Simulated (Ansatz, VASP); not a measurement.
**One calculation of Nb2B4Pt, two programs**

```
CELL_PARAMETERS angstrom
3.12254 0.00000 0.00000
-1.56127 2.70419 0.00000
0.00000 0.00000 9.06394
ATOMIC_POSITIONS crystal
Nb 0.00000 0.00000 0.17978
Nb 0.00000 0.00000 0.82022
B 0.33333 0.66667 0.35585
B 0.66667 0.33333 0.64415
B 0.66667 0.33333 0.00318
B 0.33333 0.66667 0.99682
Pt 0.00000 0.00000 0.50000
```

Alike in both runs: functional PBE; k mesh 12 × 12 × 4; occupations gaussian, width 0.1 eV; no spin polarisation.

Ansatz relaxed the structure, and its values are those at the end. VASP's run is a single point on that final structure, the one shown.

|  | VASP | Ansatz |
| --- | --- | --- |
| version | VASP 6.6.1 | Ansatz 0.2.0 |
| potentials or method | VASP PAW PBE potentials, release 64 (Nb_sv, B, Pt), cutoff 520 eV | scalar-relativistic, plane waves, PAW |
| valence electrons in the cell | 48 | 56 |

|  | VASP | Ansatz | Ansatz less VASP |
| --- | --- | --- | --- |
| gap on the k mesh at the Fermi level (eV) | none | none | - |
| pressure (GPa) | -0.3 | 0.0 | +0.32 |

A gap of «none» marks a metal or a gap that the smearing closes. VASP's potentials hold 48 valence electrons a cell and Ansatz's 56, so a difference there can come from the potentials and not from the codes.

Spin-orbit coupling is off throughout.
